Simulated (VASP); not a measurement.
# GaC4 (Pm-3m) in VASP: a series of runs, part 2 of 2

VASP 6.6.1.

## Step 5: Single point, PBE, collinear spin, ferromagnetic start

INCAR

```
SYSTEM = GaC4
PREC = Accurate
ENCUT = 520
EDIFF = 1E-7
ISMEAR = 0
SIGMA = 0.1
LREAL = .False.
LASPH = .True.
NELM = 150
ALGO = Normal
ISIF = 2
LWAVE = .False.
LCHARG = .True.
ISPIN = 2
MAGMOM = 0 1 1 1 1
LORBIT = 11
GGA = PE
LELF = .True.
LVHAR = .True.
NBANDS = 26
```

KPOINTS

```
regular mesh
0
Gamma
  6 6 6
  0 0 0
```

POSCAR

```
GaC4
1.0
    3.4801421682      0.0000000000      0.0000000000
    0.0000000000      3.4801421682      0.0000000000
    0.0000000000      0.0000000000      3.4801421682
Ga C
1 4
Direct
    0.0000000000      0.0000000000      0.0000000000
    0.0000000000      0.5000000000      0.5000000000
    0.5000000000      0.0000000000      0.5000000000
    0.5000000000      0.5000000000      0.0000000000
    0.5000000000      0.5000000000      0.5000000000
```

Potentials or basis: VASP PAW PBE potentials, release 64 (Ga_d, C).

Started as:

```console
$ cat potpaw_PBE.64/Ga_d/POTCAR potpaw_PBE.64/C/POTCAR > POTCAR
$ mpirun -np 1 vasp_std > vasp.out
```

OUTCAR:

```text
SYSTEM = GaC4
   PREC = Accurate
   ENCUT = 520
   EDIFF = 1E-7
   ISMEAR = 0
   LREAL = .False.
   LASPH = .True.
   NELM = 150
   ISIF = 2
   ISPIN = 2
   LORBIT = 11
   GGA = PE

 ion  position               nearest neighbor table
   1  0.000  0.000  0.000-   2 2.46   3 2.46   4 2.46   2 2.46   3 2.46   2 2.46   4 2.46   2 2.46
                             3 2.46   4 2.46   3 2.46   4 2.46
   2  0.000  0.500  0.500-   5 1.74   5 1.74   1 2.46   1 2.46   1 2.46   1 2.46
   3  0.500  0.000  0.500-   5 1.74   5 1.74   1 2.46   1 2.46   1 2.46   1 2.46
   4  0.500  0.500  0.000-   5 1.74   5 1.74   1 2.46   1 2.46   1 2.46   1 2.46
   5  0.500  0.500  0.500-   2 1.74   3 1.74   4 1.74   4 1.74   3 1.74   2 1.74

  LATTYP: Found a simple cubic cell.
 ALAT       =     3.4801421682

  Lattice vectors:

 A1 = (   3.4801421682,   0.0000000000,   0.0000000000)
 A2 = (   0.0000000000,   3.4801421682,   0.0000000000)
 A3 = (   0.0000000000,   0.0000000000,   3.4801421682)

Analysis of symmetry for initial positions (statically):
=====================================================================
 Subroutine PRICEL returns:
 Original cell was already a primitive cell.

 Routine SETGRP: Setting up the symmetry group for a
 simple cubic supercell.

 Subroutine GETGRP returns: Found 48 space group operations
 (whereof 48 operations were pure point group operations)
 out of a pool of 48 trial point group operations.

The static configuration has the point symmetry O_h .

Analysis of symmetry for dynamics (positions and initial velocities):
=====================================================================
 Subroutine PRICEL returns:
 Original cell was already a primitive cell.

 Routine SETGRP: Setting up the symmetry group for a
 simple cubic supercell.

 Subroutine GETGRP returns: Found 48 space group operations
 (whereof 48 operations were pure point group operations)
 out of a pool of 48 trial point group operations.

The dynamic configuration has the point symmetry O_h .

Analysis of structural, dynamic, and magnetic symmetry:
=====================================================================
 Subroutine PRICEL returns:
[... 173 lines left out ...]
      2      -6.9875      1.00000
      3      -6.9875      1.00000
      4      -6.8549      1.00000
      5      -6.8549      1.00000
      6      -6.8549      1.00000
[... 569 lines left out ...]
     25      19.4177      0.00000
     26      25.7402      0.00000
 Fermi energy:         7.8439545913

 spin component 2

 k-point     1 :       0.0000    0.0000    0.0000
  band No.  band energies     occupation
      1     -10.6429      1.00000
      2      -6.9875      1.00000
      3      -6.9875      1.00000
      4      -6.8549      1.00000
      5      -6.8549      1.00000
      6      -6.8549      1.00000
[... 569 lines left out ...]
     25      19.4177      0.00000
     26      25.7403      0.00000

------------------------ aborting loop because EDIFF is reached ----------------------------------------

  FORCE on cell =-STRESS in cart. coord.  units (eV):
  Direction    XX          YY          ZZ          XY          YZ          ZX
  --------------------------------------------------------------------------------------
  -------------------------------------------------------------------------------------
  Total        0.0671410      0.0671410      0.0671410      0.0000000      0.0000000     -0.0000000
  in kB        2.5521581      2.5521581      2.5521581      0.0000000      0.0000000     -0.0000000
  external PRESSURE =       2.5521581 kB  Pullay stress =       0.0000000 kB

 VOLUME and BASIS-vectors are now :
 -----------------------------------------------------------------------------
  energy-cutoff  :      520.00
  volume of cell :       42.15
      direct lattice vectors                 reciprocal lattice vectors
     3.480142168  0.000000000  0.000000000     0.287344583  0.000000000  0.000000000
     0.000000000  3.480142168  0.000000000     0.000000000  0.287344583  0.000000000
     0.000000000  0.000000000  3.480142168     0.000000000  0.000000000  0.287344583

 POSITION                                       TOTAL-FORCE (eV/Angst)
 -----------------------------------------------------------------------------------
      0.00000      0.00000      0.00000         0.000000      0.000000      0.000000
      0.00000      1.74007      1.74007         0.000000      0.000000      0.000000
      1.74007      0.00000      1.74007         0.000000      0.000000      0.000000
      1.74007      1.74007      0.00000         0.000000      0.000000      0.000000
      1.74007      1.74007      1.74007         0.000000      0.000000      0.000000
 -----------------------------------------------------------------------------------
    total drift:                               -0.000000      0.000000      0.000000

  FREE ENERGIE OF THE ION-ELECTRON SYSTEM (eV)
  ---------------------------------------------------
  free  energy   TOTEN  =       -25.1035924103 eV

  energy  without entropy=      -25.0924087651  energy(sigma->0) =      -25.09800059

 total charge

# of ion       s       p       d       tot
------------------------------------------
    1        0.880   0.630  10.033  11.542
    2        0.986   1.216   0.000   2.202
    3        0.986   1.216   0.000   2.202
    4        0.986   1.216   0.000   2.202
    5        0.842   1.383   0.000   2.225
--------------------------------------------------
tot          4.679   5.661  10.033  20.373

 magnetization (x)

# of ion       s       p       d       tot
------------------------------------------
    1        0.000   0.000   0.000   0.000
    2       -0.000   0.000   0.000  -0.000
    3       -0.000   0.000   0.000  -0.000
    4       -0.000   0.000   0.000  -0.000
    5        0.000   0.000   0.000   0.000
--------------------------------------------------
tot          0.000   0.000   0.000   0.000
```

OSZICAR:

```text
N       E                     dE             d eps       ncg     rms          rms(c)
DAV:   1     0.171956864611E+03    0.17196E+03   -0.13461E+04  2406   0.166E+03
DAV:   2    -0.420311815507E+01   -0.17616E+03   -0.16060E+03  2326   0.373E+02
DAV:   3    -0.241917797988E+02   -0.19989E+02   -0.18848E+02  2638   0.903E+01
DAV:   4    -0.247608462956E+02   -0.56907E+00   -0.56450E+00  2408   0.154E+01
DAV:   5    -0.247705388308E+02   -0.96925E-02   -0.96799E-02  2664   0.202E+00    0.678E+00
DAV:   6    -0.250634951967E+02   -0.29296E+00   -0.83572E-01  2976   0.226E+01    0.264E+00
DAV:   7    -0.250929868815E+02   -0.29492E-01   -0.22855E-01  2694   0.372E+00    0.118E+00
DAV:   8    -0.251008762922E+02   -0.78894E-02   -0.33323E-02  2514   0.177E+00    0.700E-01
DAV:   9    -0.251024264134E+02   -0.15501E-02   -0.50758E-03  2446   0.601E-01    0.247E-01
DAV:  10    -0.251035785419E+02   -0.11521E-02   -0.73251E-04  2846   0.365E-01    0.583E-02
DAV:  11    -0.251035826271E+02   -0.40852E-05   -0.11144E-04  3026   0.120E-01    0.207E-02
DAV:  12    -0.251035906165E+02   -0.79894E-05   -0.16425E-05  2350   0.299E-02    0.934E-03
DAV:  13    -0.251035923367E+02   -0.17202E-05   -0.16226E-06  2528   0.101E-02    0.470E-03
DAV:  14    -0.251035924103E+02   -0.73617E-07   -0.11460E-07  1690   0.250E-03
   1 F= -.25103592E+02 E0= -.25098001E+02  d E =-.111836E-01  mag=    -0.0000
```

stdout:

```text
POSCAR found type information on POSCAR GaC
 POSCAR found :  2 types and       5 ions
 scaLAPACK will be used
 LDA part: xc-table for (Slater+PW92), standard interpolation
 POSCAR, INCAR and KPOINTS ok, starting setup
 FFT: planning ... GRIDC
 FFT: planning ... GRID_SOFT
 FFT: planning ... GRID
 WAVECAR not read
 entering main loop
```

Run time: 41 s. Hardware: 1 thread of Intel Xeon Platinum 8488C (Sapphire Rapids), shared host; peak memory 0.18 GiB.

What came out:

* Free energy: -25.1036 eV
* Pressure: 0.3 GPa
* Net moment: 0.00 μB per cell
* Valence electrons inside the program's atomic spheres: Ga 11.54; C 2.20, 2.23

Levels at points of the mesh, in eV from the Fermi level:
Spin up:
```csv
k point,band 12,band 13,band 14,band 15,band 16,band 17
"(0.00, 0.00, 0.00)",-5.85,0.02,0.02,0.02,0.76,0.76
"(0.50, 0.00, 0.00)",-3.69,-2.25,-2.25,-0.86,1.09,1.09
"(0.50, 0.50, 0.00)",-1.41,-1.41,-1.07,-1.07,2.14,2.92
"(0.50, 0.50, 0.50)",-6.71,-3.56,2.25,2.25,3.68,3.68
```
Spin down:
| k point | band 12 | band 13 | band 14 | band 15 | band 16 | band 17 |
| --- | --- | --- | --- | --- | --- | --- |
| (0.00, 0.00, 0.00) | -5.85 | 0.02 | 0.02 | 0.02 | 0.76 | 0.76 |
| (0.50, 0.00, 0.00) | -3.69 | -2.25 | -2.25 | -0.86 | 1.09 | 1.09 |
| (0.50, 0.50, 0.00) | -1.41 | -1.41 | -1.07 | -1.07 | 2.14 | 2.92 |
| (0.50, 0.50, 0.50) | -6.71 | -3.56 | 2.25 | 2.25 | 3.68 | 3.68 |

## Step 6: Summary

| task | spin | cell | cutoff (eV) | gap on the mesh (eV) | pressure (GPa) |
| --- | --- | --- | --- | --- | --- |
| single point | off | a = 3.480 Å, 5 atoms | 520 | none | 0.2 |
| single point | off | a = 3.698 Å, 5 atoms | 520 | none | -21.6 |
| relaxation of cell and atoms | off | relaxed from a = 3.698 Å, 5 atoms | 600 | none | 0.1 |
| single point | collinear, ferromagnetic start | a = 3.480 Å, 5 atoms | 520 | none | 0.3 |

Alike in all rows: level PBE; potentials or basis VASP PAW PBE potentials, release 64 (Ga_d, C); k mesh 6 × 6 × 6; smearing gaussian 0.1 eV.

Total energies depend on the potentials used, so only differences within one code and one set of settings carry meaning.
